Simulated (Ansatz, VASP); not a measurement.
Two plane-wave programs on H4Os

```
H Os
1.0
     4.13036   -4.13036    0.00000
     4.13036    4.13036    0.00000
     0.00000    0.00000    3.79679
H Os
4 1
Direct
  0.69500 0.30500 0.00000
  0.30500 0.69500 0.00000
  0.80500 0.80500 0.50000
  0.19500 0.19500 0.50000
  0.00000 0.00000 0.00000
```

Change from the starting cell: ordered vacancies on the cation sites of rutile (Cmmm, No. 65).

Alike in both runs: task relaxation of cell and atoms; functional PBE; k mesh 4 × 4 × 4; occupations gaussian, width 0.1 eV; no spin polarisation.

|  | VASP | Ansatz |
| --- | --- | --- |
| version | VASP 6.6.1 | Ansatz 0.2.0 |
| potentials or method | VASP PAW PBE potentials, release 64 (H, Os_sv_GW), cutoff 560 eV | scalar-relativistic, plane waves, PAW |
| valence electrons in the cell | 20 | 20 |

Ansatz gave:

```
gap on the k mesh at the Fermi level, each at its own relaxed structure (eV)  : none
relaxed volume (Å³/atom)                                                      : 6.52
relaxed length of the cell vector where the two differ most in proportion (Å) : 3.653
```

Question: What did VASP give for the same quantities?

Answer: gap on the k mesh at the Fermi level, each at its own relaxed structure (eV): none; relaxed volume (Å³/atom): 9.43; relaxed length of the cell vector where the two differ most in proportion (Å): 4.775.

A gap of «none» marks a metal or a gap that the smearing closes. One of these differences is far larger than is usual between the two programs; its cause wasn't traced.

The k mesh is coarse, so the values compare programs but aren't converged. Neither program's run includes spin-orbit coupling. Noted on VASP's run: the volume moved by over 15 % at a fixed basis, so the end points are rough.
